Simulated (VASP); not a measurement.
# TaN (zincblende type): single point with PBE

TaN (zincblende type):

```xyz
2
Lattice="0.0000 2.3783 2.3783 2.3783 0.0000 2.3783 2.3783 2.3783 0.0000" Properties=species:S:1:pos:R:3 pbc="T T T"
Ta    0.0000    0.0000    0.0000
N     1.1892    1.1892    1.1892
```

```json
{"Program": "VASP 6.6.1", "Task": "single point", "Functional": "PBE", "Potentials or basis": "VASP PAW PBE potentials, release 64 (Ta_pv, N)", "Cutoff": "520 eV", "k mesh": "15 × 15 × 15", "Occupations": "fermi-dirac, width 0.08 eV", "Spin": "no spin polarisation"}
```

```yaml
Pressure: 0.6 GPa
Band_gap_on_the_k_mesh: zero (band 8 reaches 7.58 eV, above the bottom of band 9 at 6.63 eV)
```

Levels at points of the mesh, in eV from the Fermi level:
| k point | band 4 | band 5 | band 6 | band 7 | band 8 | band 9 | band 10 | band 11 | band 12 | band 13 |
| --- | --- | --- | --- | --- | --- | --- | --- | --- | --- | --- |
| (0.00, 0.00, 0.00) | -17.52 | -6.94 | -6.94 | -6.94 | -1.14 | 0.48 | 0.48 | 5.68 | 5.68 | 5.68 |

It took 81 s on 1 thread of Intel Xeon 6975P-C, on a shared host, peak memory 0.19 GiB.

Caveat: spin-orbit coupling is left out, which moves the levels of the heavy elements.
